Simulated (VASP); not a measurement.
Wanted: the native input for a VASP 6.6.1 run.

```
Task                   : single point
Functional             : PBE
Potentials or basis    : VASP PAW PBE potentials, release 64 (Zn, O)
Cutoff                 : 520 eV
k mesh                 : 6 × 6 × 6
Occupations            : gaussian, width 0.1 eV
Spin                   : no spin polarisation
Dipole correction      : no
Further INCAR settings : ALGO = Normal; EDIFF = 1e-06; NBANDS = 26
```

The structure of ZnO lies in POSCAR:

```
ZnO
1.0
    0.0000000000     -2.1648821421     -2.1648821421
   -2.1648821421      0.0000000000     -2.1648821421
    2.1648821421      2.1648821421     -4.3297642842
Zn O
2 2
Direct
    0.2500000000      0.2500000000      0.2500000000
    0.7500000000      0.7500000000      0.7500000000
    1.0000000000      1.0000000000      0.0000000000
    0.5000000000      0.5000000000      0.5000000000
```

The input as run:

INCAR

```
PREC = Accurate
ENCUT = 520
EDIFF = 1E-6
ISMEAR = 0
SIGMA = 0.1
LREAL = False
LASPH = True
NELM = 60
ALGO = Normal
ISIF = 2
LWAVE = False
LCHARG = False
GGA = PE
NBANDS = 26
```

KPOINTS

```
regular mesh
0
Gamma
  6 6 6
```

Potentials or basis: VASP PAW PBE potentials, release 64 (Zn, O).

The run is started by

```bash
$ cat potpaw_PBE.64/Zn/POTCAR potpaw_PBE.64/O/POTCAR > POTCAR
$ mpirun -np 1 vasp_std > vasp.out
```

It gave:

The pressure is 0.8 GPa and the band gap on the k mesh is 0.72 eV.

It took 17 s on 1 thread of AMD EPYC 9R45 96-Core Processor (Zen 5) (shared host), peak memory 0.14 GiB.
